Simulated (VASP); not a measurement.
Input of a VASP 6.6.1 run:

The input INCAR:

```
SYSTEM = Ru
ALGO = Normal
EDIFF = 1E-7
ENCUT = 520
GGA = PE
ISIF = 2
ISMEAR = -1
LASPH = .TRUE.
LCHARG = .FALSE.
LREAL = .FALSE.
LWAVE = .FALSE.
NBANDS = 13
NELM = 60
PREC = Accurate
SIGMA = 0.13605693000000002
```

Contents of KPOINTS:

```
k-points
0
G
  15 15 15
  0 0 0
```

Contents of POSCAR:

```
Ru
1.0
   -1.5252037710      1.5252037710      1.5252037710
    1.5252037710     -1.5252037710      1.5252037710
    1.5252037710      1.5252037710     -1.5252037710
Ru
1
Direct
    0.0000000000      0.0000000000      0.0000000000
```

Potentials or basis: VASP PAW PBE potentials, release 64 (Ru_pv).

Command:

```bash
$ cat potpaw_PBE.64/Ru_pv/POTCAR > POTCAR
$ mpirun -np 1 vasp_std > vasp.out
```

Q: Predict the pressure.

A: 1.6 GPa.

Q: Predict the band gap on the k mesh.

A: Zero (band 7 reaches 13.81 eV, above the bottom of band 8 at 10.70 eV).
